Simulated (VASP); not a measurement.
A run of VASP 6.6.1 is set up as follows.

The input INCAR:

```
SYSTEM = CaNb2O5
ALGO = Normal ; EDIFF = 1E-6
EDIFFG = -0.01 ; ENCUT = 600
GGA = PE ; IBRION = 2
ISIF = 3 ; ISMEAR = 0
LASPH = .TRUE. ; LCHARG = .FALSE.
LREAL = .FALSE. ; LWAVE = .FALSE.
NELM = 100 ; NSW = 100
PREC = Accurate ; SIGMA = 0.1
```

The input KPOINTS:

```
k-points
0
G
  6 6 10
  0 0 0
```

The input POSCAR:

```
CaNb2O5
1.0
    6.6493412518      0.0000000000      0.0000000000
   -3.3246706259      5.7584984425      0.0000000000
    0.0000000000      0.0000000000      3.9350940026
Ca Nb O
1 2 5
Direct
    0.0000000000      0.0000000000      0.5000000000
    0.3333333333      0.6666666667      0.0000000000
    0.6666666667      0.3333333333      0.0000000000
    0.3333333333      0.6666666667      0.5000000000
    0.0000000000      0.5000000000      0.0000000000
    0.5000000000      0.5000000000      0.0000000000
    0.5000000000      0.0000000000      0.0000000000
    0.6666666667      0.3333333333      0.5000000000
```

Potentials or basis: VASP PAW PBE potentials, release 64 (Ca_sv, Nb_sv, O).

Run with:

```bash
$ cat potpaw_PBE.64/Ca_sv/POTCAR potpaw_PBE.64/Nb_sv/POTCAR potpaw_PBE.64/O/POTCAR > POTCAR
$ mpirun -np 1 vasp_std > vasp.out
```

Predict the band gap on the k mesh.

zero (bands 33 and 34 overlap by 1.25 eV).

Estimate the relaxed cell.

a = 6.635 Å, b = 6.635 Å, c = 3.941 Å, α = 90.00°, β = 90.00°, γ = 120.00°.

Predict the space group after relaxing (to 0.1 Å).

P6/mmm (No. 191).

The path:
| step | energy change (eV) | largest force (eV/Å) | pressure (GPa) | volume (Å³) |
| --- | --- | --- | --- | --- |
| 1 | 0.0000 | 0.0000 | -0.34 | 150.68 |
| 2 | -0.0010 | 0.0000 | 0.27 | 149.81 |
| 3 | -0.0016 | 0.0000 | 0.05 | 150.13 |
| 4 | -0.0016 | 0.0000 | 0.05 | 150.14 |
| 5 | -0.0015 | 0.0000 | 0.03 | 150.15 |
| 6 | -0.0015 | 0.0000 | -0.05 | 150.24 |
